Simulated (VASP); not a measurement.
# LiF (a cell with a defect) in VASP: notebook

Aim: see how the results for LiF (a cell with a defect) move with the level of theory and the settings. Levels: PBEsol, r2SCAN. Tasks: single point.

Everything below comes from runs of VASP 6.6.1. Logs are shortened: lines on timing, memory, paths and dates and some standing lists are left out, and cuts for length are marked.

**1. The cell of the first run**

The cell holds a defect, 62 atoms: a = 8.015 Å, b = 8.015 Å, c = 8.015 Å, α = 90.00°, β = 90.00°, γ = 90.00°.

**2. Single point, PBEsol**

Input file INCAR:

```
PREC = Accurate
ENCUT = 520
EDIFF = 1E-6
ISMEAR = -1
SIGMA = 0.05
LREAL = Auto
LASPH = T
NELM = 80
ALGO = Normal
ISIF = 2
LWAVE = F
LCHARG = F
GGA = PS
ISYM = 0
NBANDS = 192
```

Input file KPOINTS:

```
Automatic mesh
0
Gamma
  1 1 1
  0.25 0.25 0.25
```

Input file POSCAR:

```
LiF
1.0
    8.0151850000      0.0000000000      0.0000000000
    0.0000000000      8.0151850000      0.0000000000
    0.0000000000      0.0000000000      8.0151850000
F Li
31 31
Direct
    0.2492190000      0.0059830000      0.0060420000
    0.2482240000      0.0069710000      0.4934800000
    0.2482180000      0.4934280000      0.0069980000
    0.2388670000      0.4941530000      0.4942230000
    0.7510820000      0.0015490000      0.0016260000
    0.7526000000      0.0025650000      0.4985660000
    0.7526000000      0.4985120000      0.0026410000
    0.7652890000      0.4988860000      0.4989470000
    0.0063380000      0.2488770000      0.0060590000
    0.0073050000      0.2478680000      0.4934970000
    0.0019110000      0.7507280000      0.0016340000
    0.0029290000      0.7522530000      0.4985650000
    0.4937860000      0.2478590000      0.0069780000
    0.4945340000      0.2385140000      0.4942290000
    0.4988570000      0.7522420000      0.0026370000
    0.4992350000      0.7649310000      0.4989370000
    0.0063270000      0.0059890000      0.2489410000
    0.0019110000      0.0015560000      0.7507900000
    0.0073220000      0.4934150000      0.2479350000
    0.0029220000      0.4985150000      0.7523170000
    0.4937600000      0.0069580000      0.2479210000
    0.4988630000      0.0025590000      0.7523060000
    0.4944820000      0.4941160000      0.2385700000
    0.4992420000      0.4988930000      0.7649860000
    0.2503820000      0.2500270000      0.7489850000
    0.2503790000      0.7489060000      0.2500850000
    0.2507350000      0.7498340000      0.7498900000
    0.7492580000      0.2500230000      0.2500820000
    0.7501950000      0.2503860000      0.7498990000
    0.7501710000      0.7498170000      0.2504490000
    0.7503860000      0.7500270000      0.7500920000
    0.0004080000      0.0000570000      0.0001190000
    0.0005080000      0.0001660000      0.4994440000
    0.0005050000      0.4993860000      0.0002330000
    0.0013340000      0.4995720000      0.4996500000
    0.4997330000      0.0001510000      0.0002060000
    0.4999390000      0.0009790000      0.4996610000
    0.4999330000      0.4995820000      0.0010340000
    0.2519410000      0.2515910000      0.9758110000
    0.2576620000      0.2572770000      0.5213260000
    0.2520910000      0.7468470000      0.9968160000
    0.2584120000      0.7409300000      0.5030540000
    0.7472320000      0.2517500000      0.9968240000
    0.7412780000      0.2580620000      0.5030630000
    0.7482790000      0.7479130000      0.9987970000
    0.7426790000      0.7423300000      0.5015350000
    0.2519180000      0.9757260000      0.2516670000
    0.2520970000      0.9967560000      0.7468980000
    0.2576060000      0.5212430000      0.2573200000
    0.2584020000      0.5029950000      0.7410410000
    0.7472290000      0.9967420000      0.2518210000
    0.7482810000      0.9987300000      0.7479740000
    0.7412420000      0.5029760000      0.2581280000
    0.7426950000      0.5014730000      0.7424110000
    0.9760830000      0.2516080000      0.2516920000
    0.9971220000      0.2517530000      0.7468870000
    0.9970990000      0.7468010000      0.2518220000
    0.9990840000      0.7479110000      0.7479620000
    0.5216020000      0.2571980000      0.2572990000
    0.5033570000      0.2580390000      0.7410680000
    0.5033250000      0.7409720000      0.2580930000
    0.5018280000      0.7423410000      0.7424000000
```

Potentials or basis: VASP PAW PBE potentials, release 64 (F, Li_sv).

Started as:

```
$ cat potpaw_PBE.64/F/POTCAR potpaw_PBE.64/Li_sv/POTCAR > POTCAR
$ mpirun -np 1 vasp_std > vasp.out
```

OUTCAR:

```text
PREC = Accurate
   ENCUT = 520
   EDIFF = 1E-6
   ISMEAR = -1
   LREAL = Auto
   LASPH = T
   NELM = 80
   ISIF = 2
   GGA = PS
   ISYM = 0

 ion  position               nearest neighbor table
   1  0.249  0.006  0.006-  39 1.98  47 1.98  32 2.00  36 2.01  41 2.08  48 2.08
   2  0.248  0.007  0.493-  47 1.95  33 1.99  37 2.02  40 2.02  48 2.03  42 2.14
   3  0.248  0.493  0.007-  39 1.95  34 1.99  38 2.02  49 2.02  41 2.03  50 2.13
   4  0.239  0.494  0.494-  35 1.90  40 1.92  49 1.92  42 1.99  50 1.99
   5  0.751  0.002  0.002-  32 2.00  51 2.01  43 2.01  36 2.01  45 2.03  52 2.03
   6  0.753  0.003  0.499-  51 1.98  33 1.99  52 2.00  37 2.03  44 2.05  46 2.09
   7  0.753  0.499  0.003-  43 1.98  34 1.99  45 2.00  38 2.03  53 2.05  54 2.09
   8  0.765  0.499  0.499-  35 1.89  53 1.94  44 1.94  46 1.96  54 1.96
   9  0.006  0.249  0.006-  39 1.98  55 1.98  32 2.00  34 2.01  43 2.08  56 2.08
  10  0.007  0.248  0.493-  55 1.95  33 1.99  35 2.02  40 2.02  56 2.03  44 2.14
  11  0.002  0.751  0.002-  32 2.00  41 2.01  57 2.01  34 2.01  45 2.03  58 2.03
  12  0.003  0.752  0.499-  57 1.98  33 1.99  58 2.00  35 2.03  42 2.05  46 2.09
  13  0.494  0.248  0.007-  39 1.95  36 1.99  38 2.02  59 2.02  43 2.03  60 2.13
  14  0.495  0.239  0.494-  37 1.90  40 1.92  59 1.92  44 1.99  60 1.99
  15  0.499  0.752  0.003-  41 1.98  36 1.99  45 2.00  38 2.03  61 2.05  62 2.09
  16  0.499  0.765  0.499-  37 1.89  42 1.94  61 1.94  46 1.96  62 1.96
  17  0.006  0.006  0.249-  47 1.98  55 1.98  32 2.00  33 2.01  51 2.08  57 2.08
  18  0.002  0.002  0.751-  32 2.00  48 2.01  56 2.01  33 2.01  52 2.03  58 2.03
  19  0.007  0.493  0.248-  55 1.95  34 1.99  35 2.02  49 2.02  57 2.03  53 2.14
  20  0.003  0.499  0.752-  56 1.98  34 1.99  58 2.00  35 2.03  50 2.05  54 2.09
  21  0.494  0.007  0.248-  47 1.95  36 1.99  37 2.02  59 2.02  51 2.03  61 2.13
  22  0.499  0.003  0.752-  48 1.98  36 1.99  52 2.00  37 2.03  60 2.05  62 2.09
[... 23 lines left out ...]
  46  0.743  0.742  0.502-  16 1.96   8 1.96  31 1.99  30 2.01   6 2.09  12 2.09
  47  0.252  0.976  0.252-  26 1.82   2 1.95  21 1.95  17 1.98   1 1.98
  48  0.252  0.997  0.747-  22 1.98  27 1.98  18 2.01  25 2.03   2 2.03   1 2.08
  49  0.258  0.521  0.257-  26 1.83  23 1.92   4 1.92  19 2.02   3 2.02
  50  0.258  0.503  0.741-  24 1.94  27 1.98   4 1.99  25 2.03  20 2.05   3 2.13
  51  0.747  0.997  0.252-   6 1.98  30 1.98   5 2.01  28 2.03  21 2.03  17 2.08
  52  0.748  0.999  0.748-  31 1.99   6 2.00  22 2.00  29 2.02  18 2.03   5 2.03
  53  0.741  0.503  0.258-   8 1.94  30 1.98  23 1.99  28 2.03   7 2.05  19 2.14
  54  0.743  0.501  0.742-  24 1.96   8 1.96  31 1.99  29 2.01  20 2.09   7 2.09
  55  0.976  0.252  0.252-  28 1.82  10 1.95  19 1.95  17 1.98   9 1.98
  56  0.997  0.252  0.747-  20 1.98  29 1.98  18 2.01  25 2.03  10 2.03   9 2.08
  57  0.997  0.747  0.252-  12 1.98  30 1.98  11 2.01  26 2.03  19 2.03  17 2.08
  58  0.999  0.748  0.748-  31 1.99  20 2.00  12 2.00  27 2.02  18 2.03  11 2.03
  59  0.522  0.257  0.257-  28 1.83  23 1.92  14 1.92  21 2.02  13 2.02
  60  0.503  0.258  0.741-  24 1.94  29 1.98  14 1.99  25 2.03  22 2.05  13 2.13
  61  0.503  0.741  0.258-  16 1.94  30 1.98  23 1.99  26 2.03  15 2.05  21 2.13
  62  0.502  0.742  0.742-  24 1.96  16 1.96  31 1.99  27 2.01  22 2.09  15 2.09

IMPORTANT INFORMATION: All symmetrisations will be switched off!
NOSYMM: (Re-)initialisation of all symmetry stuff for point group C_1.

----------------------------------------------------------------------------------------

                                     Primitive cell

  volume of cell :     514.9211

  direct lattice vectors                    reciprocal lattice vectors
     8.015185000  0.000000000  0.000000000     0.124763184  0.000000000  0.000000000
     0.000000000  8.015185000  0.000000000     0.000000000  0.124763184  0.000000000
     0.000000000  0.000000000  8.015185000     0.000000000  0.000000000  0.124763184

  length of vectors
     8.015185000  8.015185000  8.015185000     0.124763184  0.124763184  0.124763184

  position of ions in fractional coordinates (direct lattice)
     0.249219000  0.005983000  0.006042000
     0.248224000  0.006971000  0.493480000
     0.248218000  0.493428000  0.006998000
     0.238867000  0.494153000  0.494223000
     0.751082000  0.001549000  0.001626000
     0.752600000  0.002565000  0.498566000
[... 54 lines left out ...]
     0.503325000  0.740972000  0.258093000
     0.501828000  0.742341000  0.742400000

  ion indices of the primitive-cell ions
   primitive index   ion index
                 1           1
                 2           2
                 3           3
                 4           4
                 5           5
                 6           6
[... 54 lines left out ...]
                61          61
                62          62

----------------------------------------------------------------------------------------

 KPOINTS: Automatic mesh

Automatic generation of k-mesh.
 Grid dimensions read from file:
 generate k-points for:    1    1    1

 Generating k-lattice:

  Cartesian coordinates                     Fractional coordinates (reciprocal lattice)
     0.124763184  0.000000000  0.000000000     1.000000000  0.000000000  0.000000000
     0.000000000  0.124763184  0.000000000     0.000000000  1.000000000  0.000000000
     0.000000000  0.000000000  0.124763184     0.000000000  0.000000000  1.000000000

  Length of vectors
     0.124763184  0.124763184  0.124763184

  Shift w.r.t. Gamma in fractional coordinates (k-lattice)
     0.250000000  0.250000000  0.250000000

 Subroutine IBZKPT returns following result:
 ===========================================

 Found      4 irreducible k-points:

 Following reciprocal coordinates:
            Coordinates               Weight
  0.250000  0.250000  0.250000      2.000000
 -0.250000  0.250000  0.250000      2.000000
 -0.250000 -0.250000  0.250000      2.000000
  0.250000 -0.250000  0.250000      2.000000
   k-points           NKPTS =      4   k-points in BZ     NKDIM =      4   number of bands    NBANDS=    192
   number of dos      NEDOS =    301   number of ions     NIONS =     62
   total plane-waves  NPLWV = 216000
   dimension x,y,z NGX =    60 NGY =   60 NGZ =   60
   dimension x,y,z NGXF=   120 NGYF=  120 NGZF=  120
   ions per type =              31  31
   NGX,Y,Z   is equivalent  to a cutoff of  12.44, 12.44, 12.44 a.u.
   NGXF,Y,Z  is equivalent  to a cutoff of  24.89, 24.89, 24.89 a.u.
 SYSTEM =  unknown system
   PREC   = accura    normal or accurate (medium, high low for compatibility)
   ISTART =      0    job   : 0-new  1-cont  2-samecut
   ICHARG =      2    charge: 1-file 2-atom 10-const
   ISPIN  =      1    spin polarized calculation?
   LNONCOLLINEAR =      F non collinear calculations
   LSORBIT =      F    spin-orbit coupling
   LASPH  =      T    aspherical Exc in radial PAW
   ENCUT  =  520.0 eV  38.22 Ry    6.18 a.u.  14.90 14.90 14.90*2*pi/ulx,y,z
   NELM   =     80;   NELMIN=  2; NELMDL= -5     # of ELM steps
   EDIFF  = 0.1E-05   stopping-criterion for ELM
   LREAL  =      T    real-space projection
   EDIFFG = 0.1E-04   stopping-criterion for IOM
   NSW    =      0    number of steps for IOM
   IBRION =     -1    ionic relax: 0-MD 1-quasi-New 2-CG
   NFREE  =      0    steps in history (QN), initial steepest desc. (CG)
   ISIF   =      2    stress and relaxation
   ISYM   =      0    0-nonsym 1-usesym 2-fastsym
   POTIM  = 0.5000    time-step for ionic-motion
   TEBEG  =    0.0;   TEEND  =   0.0 temperature during run
   PSTRESS=    0.0 pullay stress
   NELECT =     310.0000    total number of electrons
   NUPDOWN=      -1.0000    fix difference up-down
   EMIN   =  10.00;   EMAX   =-10.00  energy-range for DOS
   EFERMI =   0.00;   METHOD = LEGACY
   ISMEAR =    -1;   SIGMA  =   0.05  broadening in eV -4-tet -1-fermi 0-gaus
   EFERMI_NEDOS =   21; number of points for ismear=-14 and -15
   IALGO  =     38    algorithm
   IMIX   =      4    mixing-type and parameters
     AMIX     =   0.40;   BMIX     =  1.00
     AMIX_MAG =   1.60;   BMIX_MAG =  1.00
  volume/ion in A,a.u.               =       8.31        56.05
  Fermi-wavevector in a.u.,A,eV,Ry     =   1.382341  2.612246 25.998918  1.910867
  Thomas-Fermi vector in A             =   2.507041
   LORBIT       =      0    0 simple, 1 ext, 2 COOP (PROOUT), +10 PAW based schemes
   GGA     = PS    functional components
   LHFCALC =     F    Hartree Fock is set to
   AEXX    =    0.0000 exact exchange contribution
   IVDW    =     0    specifies the selected vdW correction
   LEPSILON=     F    determine dielectric tensor
   LRPA    =     F    only Hartree local field effects (RPA)
 non-spin polarized calculation
  energy-cutoff  :      520.00
  volume of cell :      514.92
 maximum number of plane-waves:     13823
   NGX = 29   NGY = 29   NGZ = 29

 number of electron     309.9999717 magnetization

 Free energy of the ion-electron system (eV)
  ---------------------------------------------------
  ext. energy  EPLUGINS =         0.00000000
  ---------------------------------------------------
  free energy    TOTEN  =      -303.67426007 eV

  energy without entropy =     -303.67426007  energy(sigma->0) =     -303.67426007

 E-fermi :   0.2745     XC(G=0): -10.0625

 val. band max:       -1.0687124068   @ k =  -0.2500   0.2500   0.2500
 cond. band min:       6.0461639164   @ k =   0.2500   0.2500   0.2500
 fundamental gap:      7.1148763232
 Fermi energy:         0.2744944536

 k-point     1 :       0.2500    0.2500    0.2500
  band No.  band energies     occupation
      1     -41.6194      2.00000
      2     -41.6126      2.00000
      3     -41.6125      2.00000
      4     -41.5131      2.00000
      5     -41.5065      2.00000
      6     -41.5064      2.00000
[... 669 lines left out ...]
    166      10.2038      0.00000
    167      10.4997      0.00000
 [bands above 167 left out]

------------------------ aborting loop because EDIFF is reached ----------------------------------------

  FORCE on cell =-STRESS in cart. coord.  units (eV):
  Direction    XX          YY          ZZ          XY          YZ          ZX
  --------------------------------------------------------------------------------------
  -------------------------------------------------------------------------------------
  Total        0.3682739      0.3459704      0.3510240      0.2783607      0.2797718      0.2758975
  in kB        1.1458846      1.0764872      1.0922114      0.8661196      0.8705101      0.8584552
  external PRESSURE =       1.1048611 kB  Pullay stress =       0.0000000 kB

 VOLUME and BASIS-vectors are now :
 -----------------------------------------------------------------------------
  energy-cutoff  :      520.00
  volume of cell :      514.92
      direct lattice vectors                 reciprocal lattice vectors
     8.015185000  0.000000000  0.000000000     0.124763184  0.000000000  0.000000000
     0.000000000  8.015185000  0.000000000     0.000000000  0.124763184  0.000000000
     0.000000000  0.000000000  8.015185000     0.000000000  0.000000000  0.124763184

 POSITION                                       TOTAL-FORCE (eV/Angst)
 -----------------------------------------------------------------------------------
      1.99754      0.04795      0.04843         0.001100     -0.008445     -0.007712
      1.98956      0.05587      3.95533         0.000540     -0.003867      0.005567
      1.98951      3.95492      0.05609         0.000708      0.005678     -0.003686
      1.91456      3.96073      3.96129         0.009850      0.007168      0.007679
      6.02006      0.01242      0.01303         0.000017      0.000303     -0.001613
      6.03223      0.02056      3.99610        -0.004572     -0.001260      0.003601
[... 54 lines left out ...]
      4.03424      5.93903      2.06866        -0.000209      0.004999     -0.005687
      4.02224      5.95000      5.95047         0.002944      0.006495      0.006386
 -----------------------------------------------------------------------------------
    total drift:                                0.028708     -0.004906      0.000717

  FREE ENERGIE OF THE ION-ELECTRON SYSTEM (eV)
  ---------------------------------------------------
  free  energy   TOTEN  =      -303.6742600666 eV

  energy  without entropy=     -303.6742600666  energy(sigma->0) =     -303.67426007
```

Run time: 16 min. Hardware: 1 thread of Intel Xeon Platinum 8375C at 2.90GHz (Ice Lake), shared host; peak memory 0.62 GiB.

Results:

```yaml
Free_energy: -303.6743 eV
Largest_force: 0.028 eV/Å
Band_gap_on_the_k_mesh: 7.11 eV
```

Forces on the atoms (eV/Å):
```
F    0.001 -0.008 -0.008
F    0.001 -0.004  0.006
F    0.001  0.006 -0.004
F    0.010  0.007  0.008
F    0.000  0.000 -0.002
F   -0.005 -0.001  0.004
F   -0.004  0.003 -0.002
F   -0.012 -0.001 -0.001
F   -0.008  0.002 -0.009
F   -0.004  0.001  0.006
F   -0.002 -0.001 -0.001
F   -0.002 -0.004  0.002
F    0.006  0.001 -0.003
F    0.007  0.009  0.007
F    0.003 -0.004 -0.003
F   -0.001 -0.011  0.000
F   -0.008 -0.009  0.001
F   -0.003 -0.001 -0.001
F   -0.005  0.006  0.000
F   -0.002  0.002 -0.004
F    0.006 -0.003  0.001
F    0.002 -0.003 -0.005
F    0.009  0.007  0.009
F    0.000 -0.001 -0.010
F    0.001 -0.001 -0.010
F    0.000 -0.009 -0.001
F    0.004  0.000  0.000
F   -0.008 -0.001  0.000
F    0.001  0.001  0.000
F    0.001  0.000  0.002
F    0.002  0.001  0.001
Li   0.001 -0.001 -0.001
Li   0.002  0.000 -0.002
Li   0.002 -0.002  0.000
Li   0.011 -0.001 -0.001
Li  -0.001  0.000  0.000
Li   0.001  0.009 -0.001
Li   0.001 -0.001  0.009
Li  -0.002  0.000  0.027
Li  -0.008 -0.006 -0.021
Li  -0.003  0.001 -0.001
Li  -0.008  0.006  0.002
Li   0.001 -0.002 -0.002
Li   0.006 -0.005  0.002
Li   0.000  0.001  0.000
Li   0.005  0.007  0.002
Li  -0.001  0.027 -0.002
Li  -0.003 -0.002  0.001
Li  -0.007 -0.021 -0.006
Li  -0.007  0.002  0.006
Li   0.001 -0.001 -0.002
Li   0.000  0.000  0.001
Li   0.005  0.004 -0.006
Li   0.005  0.002  0.006
Li   0.028 -0.001 -0.001
Li  -0.001 -0.002  0.001
Li   0.000  0.001 -0.002
Li   0.001  0.001  0.001
Li  -0.022 -0.005 -0.006
Li   0.000 -0.005  0.005
Li   0.000  0.005 -0.006
Li   0.003  0.006  0.006
```

Caveat: the cutoff is under 1.25 times the usual one of these potentials, so pressure, stress and relaxed cells hold a basis-set (Pulay) error; the PAW data sets were made with another functional, which shifts forces and pressure a little.

[end of part 1 of 2]
